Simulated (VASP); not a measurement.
Here is a VASP 6.6.1 calculation.

The input INCAR:

```
PREC = Accurate ; ENCUT = 520
EDIFF = 1E-6 ; ISMEAR = 0
SIGMA = 0.1 ; LREAL = False
LASPH = True ; NELM = 60
ALGO = Normal ; ISIF = 2
LWAVE = False ; LCHARG = False
GGA = PE ; NBANDS = 40
```

KPOINTS

```
Automatic mesh
0
Gamma
  6 6 6
```

POSCAR

```
Sc2Ta3O
1.0
   -2.3217237500      2.3217237500      3.2435747600
    2.3217237500     -2.3217237500      3.2435747600
    2.3217237500      2.3217237500     -3.2435747600
Sc Ta O
2 3 1
Direct
    0.5000000000      0.0000000000      0.5000000000
    0.0000000000      0.5000000000      0.5000000000
    0.2422815700      0.2422815700      0.0000000000
    0.7577184300      0.7577184300      0.0000000000
    0.0000000000      0.0000000000      0.0000000000
    0.5000000000      0.5000000000      0.0000000000
```

Potentials or basis: VASP PAW PBE potentials, release 64 (Sc_sv, Ta_pv, O).

The run is started by

```console
$ cat potpaw_PBE.64/Sc_sv/POTCAR potpaw_PBE.64/Ta_pv/POTCAR potpaw_PBE.64/O/POTCAR > POTCAR
$ mpirun -np 1 vasp_std > vasp.out
```

Q: Estimate the band gap on the k mesh.

A: Zero (an odd number of electrons rules out a gap without spin polarisation).

Q: Predict the pressure.

A: 338.0 GPa.

Stress tensor (GPa, compression positive):
```
 85.51   0.00   0.00
  0.00  85.51   0.00
  0.00   0.00 842.86
```

Caveat: atoms lie so close that the PAW spheres overlap strongly, which falsifies energies and pressures; the cell stands under pressure; spin-orbit coupling is left out, which moves the levels of the heavy elements; an odd number of electrons without spin polarisation forces a metal; a magnetic or distorted state may lie lower.
